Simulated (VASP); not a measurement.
# H2C18O in VASP: notebook

Runs on H2C18O. Level: PBEsol. Tasks: single point.

Program: VASP 6.6.1. These are calculated values, not measurements. Logs are shortened: lines on timing, memory, paths and dates and some standing lists are left out, and cuts for length are marked.

## (1) The cell of the first run

The cell holds a slab with vacuum, 21 atoms: a = 7.398 Å, b = 7.398 Å, c = 12.000 Å, α = 90.00°, β = 90.00°, γ = 120.00°.

## (2) Single point, PBEsol

Contents of INCAR:

```
SYSTEM = H2C18O
ALGO = Normal
EDIFF = 1E-6
ENCUT = 520
GGA = PS
ISIF = 2
ISMEAR = 0
LASPH = .True.
LCHARG = .False.
LREAL = Auto
LWAVE = .False.
NBANDS = 56
NELM = 60
PREC = Accurate
SIGMA = 0.05
```

Contents of KPOINTS:

```
k-points
0
Gamma
  2 2 1
  0 0 0
```

Contents of POSCAR:

```
H2C18O
1.0
    7.3980000000      0.0000000000      0.0000000000
   -3.6990000000      6.4068560000      0.0000000000
    0.0000000000      0.0000000000     12.0000000000
C O H
18 1 2
Direct
   -0.0028870842     -0.0052962014      0.0629450833
    0.2175613135      0.1050101641      0.0630162500
   -0.0049872006      0.3276833442      0.0628488333
    0.2197961703      0.4400754442      0.0629471667
   -0.0032874640      0.6631939285      0.0629421667
    0.2179781406      0.7737408176      0.0629740833
    0.3281001258     -0.0057756878      0.0630736667
    0.5530991373      0.1067714024      0.0631922500
    0.3300268999      0.3298642891      0.0630134167
    0.5513441840      0.4405440047      0.0630095833
    0.3304280200      0.6613377919      0.0629363333
    0.5509001681      0.7715083654      0.0629415000
    0.6634753658     -0.0036023909      0.0629951667
    0.8848559650      0.1071971963      0.0628775833
    0.6638897018      0.3282792683      0.0630425000
    0.8843827084      0.4384091042      0.0628892500
    0.6616796829      0.6610125153      0.0629576667
    0.8864998116      0.7734367684      0.0629644167
    0.6875528876      0.1155821202      0.3399817500
    0.6404388495      0.1056468258      0.2632753333
    0.6012249833      0.1566481282      0.3815086667
```

Potentials or basis: VASP PAW PBE potentials, release 64 (C, O, H).

Started as:

```sh
$ cat potpaw_PBE.64/C/POTCAR potpaw_PBE.64/O/POTCAR potpaw_PBE.64/H/POTCAR > POTCAR
$ mpirun -np 1 vasp_std > vasp.out
```

OUTCAR:

```text
SYSTEM = H2C18O
   EDIFF = 1E-6
   ENCUT = 520
   GGA = PS
   ISIF = 2
   ISMEAR = 0
   LASPH = .True.
   LREAL = Auto
   NELM = 60
   PREC = Accurate

 ion  position               nearest neighbor table
   1  0.997  0.995  0.063-   2 1.41  18 1.42  14 1.44
   2  0.218  0.105  0.063-   1 1.41   7 1.42   9 1.44
   3  0.995  0.328  0.063-  14 1.41  16 1.42   4 1.44
   4  0.220  0.440  0.063-   9 1.41  11 1.42   3 1.44
   5  0.997  0.663  0.063-  18 1.41   6 1.42  16 1.44
   6  0.218  0.774  0.063-   7 1.41   5 1.42  11 1.44
[... 10 lines left out ...]
  17  0.662  0.661  0.063-  10 1.41  12 1.42  18 1.44
  18  0.886  0.773  0.063-   5 1.41   1 1.42  17 1.44
  19  0.688  0.116  0.340-  21 0.97  20 0.97
  20  0.640  0.106  0.263-  19 0.97
  21  0.601  0.157  0.382-  19 0.97

  LATTYP: Found a hexagonal cell.
 ALAT       =     7.3980000000
 C/A-ratio  =     1.6220600162

  Lattice vectors:

 A1 = (   7.3980000000,   0.0000000000,   0.0000000000)
 A2 = (  -3.6990000000,   6.4068560000,   0.0000000000)
 A3 = (   0.0000000000,   0.0000000000,  12.0000000000)

Analysis of symmetry for initial positions (statically):
=====================================================================
 Subroutine PRICEL returns:
 Original cell was already a primitive cell.

 Routine SETGRP: Setting up the symmetry group for a
 hexagonal supercell.

 Subroutine GETGRP returns: Found  1 space group operations
 (whereof  1 operations were pure point group operations)
 out of a pool of 24 trial point group operations.

The static configuration has the point symmetry C_1 .

Analysis of symmetry for dynamics (positions and initial velocities):
=====================================================================
 Subroutine PRICEL returns:
 Original cell was already a primitive cell.

 Routine SETGRP: Setting up the symmetry group for a
 hexagonal supercell.

 Subroutine GETGRP returns: Found  1 space group operations
 (whereof  1 operations were pure point group operations)
 out of a pool of 24 trial point group operations.

The dynamic configuration has the point symmetry C_1 .

 Subroutine INISYM returns: Found  1 space group operations
 (whereof  1 operations are pure point group operations),
 and found     1 'primitive' translations

----------------------------------------------------------------------------------------

                                     Primitive cell

  volume of cell :     568.7750

  direct lattice vectors                    reciprocal lattice vectors
     7.398000000  0.000000000  0.000000000     0.135171668  0.078041398  0.000000000
    -3.699000000  6.406856000  0.000000000     0.000000000  0.156082796  0.000000000
     0.000000000  0.000000000 12.000000000     0.000000000  0.000000000  0.083333333

  length of vectors
     7.398000000  7.398000054 12.000000000     0.156082797  0.156082796  0.083333333

  position of ions in fractional coordinates (direct lattice)
     0.997112916  0.994703799  0.062945083
     0.217561313  0.105010164  0.063016250
     0.995012799  0.327683344  0.062848833
     0.219796170  0.440075444  0.062947167
     0.996712536  0.663193929  0.062942167
     0.217978141  0.773740818  0.062974083
[... 13 lines left out ...]
     0.640438850  0.105646826  0.263275333
     0.601224983  0.156648128  0.381508667

  ion indices of the primitive-cell ions
   primitive index   ion index
                 1           1
                 2           2
                 3           3
                 4           4
                 5           5
                 6           6
[... 13 lines left out ...]
                20          20
                21          21

----------------------------------------------------------------------------------------

 KPOINTS: k-points

Automatic generation of k-mesh.
 Grid dimensions read from file:
 generate k-points for:    2    2    1

 Generating k-lattice:

  Cartesian coordinates                     Fractional coordinates (reciprocal lattice)
     0.067585834  0.039020699  0.000000000     0.500000000  0.000000000  0.000000000
     0.000000000  0.078041398  0.000000000     0.000000000  0.500000000  0.000000000
     0.000000000  0.000000000  0.083333333     0.000000000  0.000000000  1.000000000

  Length of vectors
     0.078041399  0.078041398  0.083333333

  Shift w.r.t. Gamma in fractional coordinates (k-lattice)
     0.000000000  0.000000000  0.000000000

 Subroutine IBZKPT returns following result:
 ===========================================

 Found      4 irreducible k-points:

 Following reciprocal coordinates:
            Coordinates               Weight
  0.000000  0.000000  0.000000      1.000000
  0.500000  0.000000  0.000000      1.000000
  0.000000  0.500000  0.000000      1.000000
  0.500000  0.500000  0.000000      1.000000
   k-points           NKPTS =      4   k-points in BZ     NKDIM =      4   number of bands    NBANDS=     56
   number of dos      NEDOS =    301   number of ions     NIONS =     21
   total plane-waves  NPLWV = 282240
   dimension x,y,z NGX =    56 NGY =   56 NGZ =   90
   dimension x,y,z NGXF=   112 NGYF=  112 NGZF=  180
   ions per type =              18   1   2
   NGX,Y,Z   is equivalent  to a cutoff of  12.58, 12.58, 12.47 a.u.
   NGXF,Y,Z  is equivalent  to a cutoff of  25.17, 25.17, 24.94 a.u.
 SYSTEM =  H2C18O
   PREC   = accura    normal or accurate (medium, high low for compatibility)
   ISTART =      0    job   : 0-new  1-cont  2-samecut
   ICHARG =      2    charge: 1-file 2-atom 10-const
   ISPIN  =      1    spin polarized calculation?
   LNONCOLLINEAR =      F non collinear calculations
   LSORBIT =      F    spin-orbit coupling
   LASPH  =      T    aspherical Exc in radial PAW
   ENCUT  =  520.0 eV  38.22 Ry    6.18 a.u.  13.76 13.76 22.31*2*pi/ulx,y,z
   NELM   =     60;   NELMIN=  2; NELMDL= -5     # of ELM steps
   EDIFF  = 0.1E-05   stopping-criterion for ELM
   LREAL  =      T    real-space projection
   EDIFFG = 0.1E-04   stopping-criterion for IOM
   NSW    =      0    number of steps for IOM
   IBRION =     -1    ionic relax: 0-MD 1-quasi-New 2-CG
   NFREE  =      0    steps in history (QN), initial steepest desc. (CG)
   ISIF   =      2    stress and relaxation
   ISYM   =      2    0-nonsym 1-usesym 2-fastsym
   POTIM  = 0.5000    time-step for ionic-motion
   TEBEG  =    0.0;   TEEND  =   0.0 temperature during run
   PSTRESS=    0.0 pullay stress
   NELECT =      80.0000    total number of electrons
   NUPDOWN=      -1.0000    fix difference up-down
   EMIN   =  10.00;   EMAX   =-10.00  energy-range for DOS
   EFERMI =   0.00;   METHOD = LEGACY
   ISMEAR =     0;   SIGMA  =   0.05  broadening in eV -4-tet -1-fermi 0-gaus
   EFERMI_NEDOS =   21; number of points for ismear=-14 and -15
   IALGO  =     38    algorithm
   IMIX   =      4    mixing-type and parameters
     AMIX     =   0.40;   BMIX     =  1.00
     AMIX_MAG =   1.60;   BMIX_MAG =  1.00
  volume/ion in A,a.u.               =      27.08       182.78
  Fermi-wavevector in a.u.,A,eV,Ry     =   0.851382  1.608879  9.862209  0.724852
  Thomas-Fermi vector in A             =   1.967507
   LORBIT       =      0    0 simple, 1 ext, 2 COOP (PROOUT), +10 PAW based schemes
   GGA     = PS    functional components
   LHFCALC =     F    Hartree Fock is set to
   AEXX    =    0.0000 exact exchange contribution
   IVDW    =     0    specifies the selected vdW correction
   LEPSILON=     F    determine dielectric tensor
   LRPA    =     F    only Hartree local field effects (RPA)
 non-spin polarized calculation
 Gauss-broadening in eV      SIGMA  =   0.05
  energy-cutoff  :      520.00
  volume of cell :      568.78
 maximum number of plane-waves:     15363
 NGX is ok and might be reduce to    56
   NGX = 27   NGY = 27   NGZ = 45

 number of electron      79.9999997 magnetization

 Free energy of the ion-electron system (eV)
  ---------------------------------------------------
  ext. energy  EPLUGINS =         0.00000000
  ---------------------------------------------------
  free energy    TOTEN  =      -187.45508305 eV

  energy without entropy =     -187.45477335  energy(sigma->0) =     -187.45492820

 E-fermi :  -1.8442     XC(G=0):  -4.0717

 val. band max:       -1.9444554904   @ k =   0.0000   0.0000   0.0000
 cond. band min:      -1.7425791694   @ k =   0.0000   0.0000   0.0000
 fundamental gap:      0.2018763210
 Fermi energy:        -1.8442494733

 k-point     1 :       0.0000    0.0000    0.0000
  band No.  band energies     occupation
      1     -22.3168      2.00000
      2     -21.3283      2.00000
      3     -18.8380      2.00000
      4     -18.8152      2.00000
      5     -18.7212      2.00000
      6     -18.7064      2.00000
[... 44 lines left out ...]
     51       3.2907      0.00000
     52       4.3781      0.00000

 k-point     2 :       0.5000    0.0000    0.0000
  band No.  band energies     occupation
      1     -22.3165      2.00000
      2     -20.6843      2.00000
      3     -20.6645      2.00000
      4     -19.4263      2.00000
      5     -19.3347      2.00000
      6     -16.9332      2.00000
[... 44 lines left out ...]
     51       4.0752      0.00000
     52       4.2663      0.00000

 k-point     3 :       0.0000    0.5000    0.0000
  band No.  band energies     occupation
      1     -22.3165      2.00000
      2     -20.6840      2.00000
      3     -20.6648      2.00000
      4     -19.4254      2.00000
      5     -19.3356      2.00000
      6     -16.9318      2.00000
[... 44 lines left out ...]
     51       4.0883      0.00000
     52       4.2800      0.00000

 k-point     4 :       0.5000    0.5000    0.0000
  band No.  band energies     occupation
      1     -22.3165      2.00000
      2     -20.6832      2.00000
      3     -20.6656      2.00000
      4     -19.4232      2.00000
      5     -19.3380      2.00000
      6     -16.9275      2.00000
[... 44 lines left out ...]
     51       4.0802      0.00000
     52       4.2642      0.00000
 [bands above 52 left out]

------------------------ aborting loop because EDIFF is reached ----------------------------------------

  FORCE on cell =-STRESS in cart. coord.  units (eV):
  Direction    XX          YY          ZZ          XY          YZ          ZX
  --------------------------------------------------------------------------------------
  -------------------------------------------------------------------------------------
  Total       -1.9281244     -1.9573698      0.0263837     -0.0180285      0.0415733     -0.0407177
  in kB       -5.4313162     -5.5136975      0.0743200     -0.0507844      0.1171073     -0.1146974
  external PRESSURE =      -3.6235646 kB  Pullay stress =       0.0000000 kB

 VOLUME and BASIS-vectors are now :
 -----------------------------------------------------------------------------
  energy-cutoff  :      520.00
  volume of cell :      568.78
      direct lattice vectors                 reciprocal lattice vectors
     7.398000000  0.000000000  0.000000000     0.135171668  0.078041398  0.000000000
    -3.699000000  6.406856000  0.000000000     0.000000000  0.156082796  0.000000000
     0.000000000  0.000000000 12.000000000     0.000000000  0.000000000  0.083333333

 POSITION                                       TOTAL-FORCE (eV/Angst)
 -----------------------------------------------------------------------------------
      3.69723      6.37292      0.75534         0.002138      0.005369      0.000485
      1.22109      0.67278      0.75619        -0.006165      0.001053     -0.000895
      6.14900      2.09942      0.75419        -0.002152     -0.003381     -0.002350
     -0.00179      2.81950      0.75537         0.003223     -0.001053     -0.003798
      4.92052      4.24899      0.75531        -0.001690     -0.002364     -0.001013
     -1.24947      4.95725      0.75569         0.004490     -0.000068     -0.000587
[... 13 lines left out ...]
      4.34718      0.67686      3.15930         0.002975     -0.023873     -0.145696
      3.86842      1.00362      4.57810        -0.089878      0.040116      0.118721
 -----------------------------------------------------------------------------------
    total drift:                                0.008956      0.010832     -0.028962

  FREE ENERGIE OF THE ION-ELECTRON SYSTEM (eV)
  ---------------------------------------------------
  free  energy   TOTEN  =      -187.4550830507 eV

  energy  without entropy=     -187.4547733471  energy(sigma->0) =     -187.45492820
```

Run time: 3.2 min. Hardware: 1 thread of AMD EPYC 9R45 (Zen 5), shared host; peak memory 0.57 GiB.

Results:

```yaml
Free_energy: -187.4551 eV
Largest_force: 0.154 eV/Å
Band_gap_on_the_k_mesh: 0.20 eV
```

Forces in eV/Å, atoms in the order of the input:
```
C    0.002  0.005  0.000
C   -0.006  0.001 -0.001
C   -0.002 -0.003 -0.002
C    0.003 -0.001 -0.004
C   -0.002 -0.002 -0.001
C    0.004  0.000 -0.001
C    0.001 -0.003 -0.002
C    0.006  0.001  0.006
C   -0.004  0.009 -0.002
C    0.001  0.006  0.000
C    0.006 -0.002 -0.002
C   -0.002  0.000  0.000
C   -0.004  0.003  0.000
C   -0.006  0.005  0.001
C    0.004  0.002  0.002
C   -0.003 -0.010 -0.003
C   -0.001 -0.005  0.004
C    0.002 -0.004 -0.001
O    0.087 -0.017  0.030
H    0.003 -0.024 -0.146
H   -0.090  0.040  0.119
```

Levels at points of the mesh, in eV from the valence-band top:
| k point | band 38 | band 39 | band 40 | band 41 | band 42 | band 43 |
| --- | --- | --- | --- | --- | --- | --- |
| (0.00, 0.00, 0.00) | -2.39 | -0.02 | 0.00 | 0.20 | 0.21 | 3.30 |
| (0.50, 0.00, 0.00) | -2.52 | -2.37 | -2.26 | 1.75 | 2.56 | 2.60 |
| (0.00, 0.50, 0.00) | -2.53 | -2.37 | -2.25 | 1.75 | 2.56 | 2.59 |
| (0.50, 0.50, 0.00) | -2.54 | -2.37 | -2.26 | 1.75 | 2.56 | 2.58 |

Caveat: the k points lie up to 0.49 Å⁻¹ apart; the PAW data sets were made with another functional, which shifts forces and pressure a little.

## (3) Single point, PBEsol

Contents of INCAR:

```
ALGO = Normal ; EDIFF = 1E-6
ENCUT = 520 ; GGA = PS
ISIF = 2 ; ISMEAR = 0
LASPH = True ; LCHARG = False
LREAL = Auto ; LWAVE = False
NBANDS = 56 ; NELM = 80
PREC = Accurate ; SIGMA = 0.05
```

Contents of KPOINTS:

```
k-points
0
Gamma
  2 2 1
```

Contents of POSCAR:

```
H2C18O
1.0
    7.3980000000      0.0000000000      0.0000000000
   -3.6990000000      6.4068560000      0.0000000000
    0.0000000000      0.0000000000     12.0000000000
C O H
18 1 2
Direct
   -0.0022017460     -0.0047279040      0.0632383333
    0.2184617982      0.1057048886      0.0632705000
   -0.0042554337      0.3285391462      0.0630895833
    0.2205874175      0.4409020587      0.0631850000
   -0.0023990602      0.6639201818      0.0631826667
    0.2185910927      0.7743746699      0.0632821667
    0.3288692180     -0.0049276900      0.0633648333
    0.5538551541      0.1076754339      0.0634490000
    0.3309351089      0.3306117696      0.0632387500
    0.5519513568      0.4411127704      0.0632312500
    0.3310417057      0.6618887642      0.0632645000
    0.5517310766      0.7721350378      0.0633399167
    0.6643070128     -0.0028204161      0.0634650000
    0.8855102382      0.1078455642      0.0632178333
    0.6645005842      0.3287994923      0.0632220000
    0.8852058711      0.4390654324      0.0630739167
    0.6623787134      0.6617731068      0.0632531667
    0.8872904916      0.7742619781      0.0632271667
    0.7497747096      0.1350314413      0.3384274167
    0.6955565987      0.0917741869      0.2632773333
    0.6370470677      0.1383274417      0.3780325833
```

Potentials or basis: VASP PAW PBE potentials, release 64 (C, O, H).

Started as:

```sh
$ cat potpaw_PBE.64/C/POTCAR potpaw_PBE.64/O/POTCAR potpaw_PBE.64/H/POTCAR > POTCAR
$ mpirun -np 1 vasp_std > vasp.out
```

It took 3.2 min on 1 thread of AMD EPYC 9R45 (Zen 5), shared host; peak memory 0.56 GiB.

Results (log left out):

| Item | Value |
| --- | --- |
| Free energy | -187.4552 eV |
| Largest force | 0.156 eV/Å |
| Band gap on the k mesh | 0.21 eV |

Forces on the atoms (eV/Å):
```
C   -0.005  0.011 -0.002
C   -0.006  0.011  0.001
C    0.010  0.004 -0.002
C   -0.007 -0.003 -0.004
C    0.001 -0.006  0.000
C    0.006 -0.004  0.001
C    0.008  0.002  0.002
C   -0.007 -0.010 -0.008
C   -0.006 -0.006  0.000
C    0.004  0.001  0.000
C   -0.006  0.000  0.000
C    0.001  0.002  0.001
C   -0.001 -0.006  0.004
C    0.002  0.000  0.000
C   -0.004  0.001  0.000
C    0.004  0.001  0.002
C    0.007  0.004 -0.004
C   -0.004 -0.003  0.001
O    0.102  0.023  0.039
H    0.007 -0.038 -0.143
H   -0.107  0.017  0.112
```

Levels at points of the mesh, in eV from the valence-band top:
| k point | band 38 | band 39 | band 40 | band 41 | band 42 | band 43 |
| --- | --- | --- | --- | --- | --- | --- |
| (0.00, 0.00, 0.00) | -2.40 | -0.01 | 0.00 | 0.21 | 0.22 | 3.29 |
| (0.50, 0.00, 0.00) | -2.52 | -2.37 | -2.25 | 1.75 | 2.56 | 2.60 |
| (0.00, 0.50, 0.00) | -2.52 | -2.37 | -2.25 | 1.76 | 2.57 | 2.60 |
| (0.50, 0.50, 0.00) | -2.53 | -2.37 | -2.25 | 1.75 | 2.57 | 2.58 |

Caveat: the k points lie up to 0.49 Å⁻¹ apart; the PAW data sets were made with another functional, which shifts forces and pressure a little.

(Part 1 of 2 ends here.)
